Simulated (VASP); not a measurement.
Wanted: the native input for a VASP 6.6.1 run.

```
Task                   : single point
Functional             : PBE
Potentials or basis    : VASP PAW PBE potentials, release 64 (In_d, O)
Cutoff                 : 520 eV
k mesh                 : 12 × 12 × 2
Occupations            : gaussian, width 0.03 eV
Spin                   : no spin polarisation
Dipole correction      : no
Further INCAR settings : ALGO = Normal; EDIFF = 1e-06; NBANDS = 27
```

The structure of InO lies in POSCAR:

```
InO
1.0
    3.1773246972      0.0000000000      0.0000000000
   -1.5886623486      2.7516439038      0.0000000000
    0.0000000000      0.0000000000     17.1472680000
In O
2 2
Direct
    0.6666666667      0.3333333333      0.5900210000
    0.6666666667      0.3333333333      0.4099790000
    0.0000000000      0.0000000000      0.6398670000
    0.0000000000      0.0000000000      0.3601330000
```

This cell differs from its parent crystal: strain -0.080 along x and y, +0.080 along z.

These files were run (other wordings do the same):

INCAR

```
SYSTEM = InO
PREC = Accurate
ENCUT = 520
EDIFF = 1E-6
ISMEAR = 0
SIGMA = 0.03
LREAL = .False.
LASPH = .True.
NELM = 80
ALGO = Normal
ISIF = 2
LWAVE = .False.
LCHARG = .True.
GGA = PE
LELF = .True.
LVHAR = .True.
NBANDS = 27
```

KPOINTS

```
Automatic mesh
0
Gamma
  12 12 2
  0 0 0
```

Potentials or basis: VASP PAW PBE potentials, release 64 (In_d, O).

Launch:

```sh
$ cat potpaw_PBE.64/In_d/POTCAR potpaw_PBE.64/O/POTCAR > POTCAR
$ mpirun -np 1 vasp_std > vasp.out
```

Results of the run:

The largest force is 2.180 eV/Å. The band gap on the k mesh is zero (bands 19 and 20 overlap by 0.29 eV).

Caveat: the cell differs from its parent crystal (strain -0.080 along x and y, +0.080 along z); there is no dipole correction, which matters where the two faces differ; spin-orbit coupling is left out, which moves the levels of the heavy elements.

It took 4.6 min on 1 thread of Intel Xeon 8259CL, with other jobs on the host, peak memory 0.33 GiB.
